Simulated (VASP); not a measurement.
Input of a VASP 6.6.1 run:

File INCAR:

```
SYSTEM = KSiSe3
PREC = Accurate
ENCUT = 600
EDIFF = 1E-6
ISMEAR = 0
SIGMA = 0.1
LREAL = .False.
LASPH = .True.
NELM = 80
ALGO = Normal
ISIF = 3
LWAVE = .False.
LCHARG = .False.
GGA = PE
IBRION = 2
NSW = 90
EDIFFG = -0.04
```

File KPOINTS:

```
regular mesh
0
Gamma
  4 4 4
  0 0 0
```

POSCAR

```
KSiSe3
1.0
    6.8080753400      0.0000000000      0.0000000000
    0.0000000000      6.8080753400      0.0000000000
    0.0000000000      0.0000000000      4.8140362400
K Si Se
2 2 6
Direct
    0.0000000000      0.5000000000      0.5000000000
    0.5000000000      0.0000000000      0.5000000000
    0.5000000000      0.5000000000      0.0000000000
    0.0000000000      0.0000000000      0.0000000000
    0.7941250500      0.2941250500      0.0000000000
    0.7058749500      0.7941250500      0.0000000000
    0.5000000000      0.5000000000      0.5000000000
    0.2058749500      0.7058749500      0.0000000000
    0.2941250500      0.2058749500      0.0000000000
    0.0000000000      0.0000000000      0.5000000000
```

Potentials or basis: VASP PAW PBE potentials, release 64 (K_sv, Si, Se).

The run is started by

```console
$ cat potpaw_PBE.64/K_sv/POTCAR potpaw_PBE.64/Si/POTCAR potpaw_PBE.64/Se/POTCAR > POTCAR
$ mpirun -np 1 vasp_std > vasp.out
```

Question: What does it give for the relaxed volume?

Answer: 24.87 Å³/atom.

Question: Predict the space group after relaxing (to 0.1 Å).

Answer: P4/mbm (No. 127).

Step by step:
```
step  energy change (eV)  largest force (eV/Å)  pressure (GPa)  volume (Å³)
   1              0.0000                0.0998            6.38       223.13
   2             -0.5393                0.0562           -0.75       252.96
   3             -0.5445                0.0579           -0.22       249.86
   4             -0.5444                0.0576           -0.32       250.42
   5             -0.5570                0.0122           -0.15       249.44
   6             -0.5598                0.0208           -0.01       248.72
```
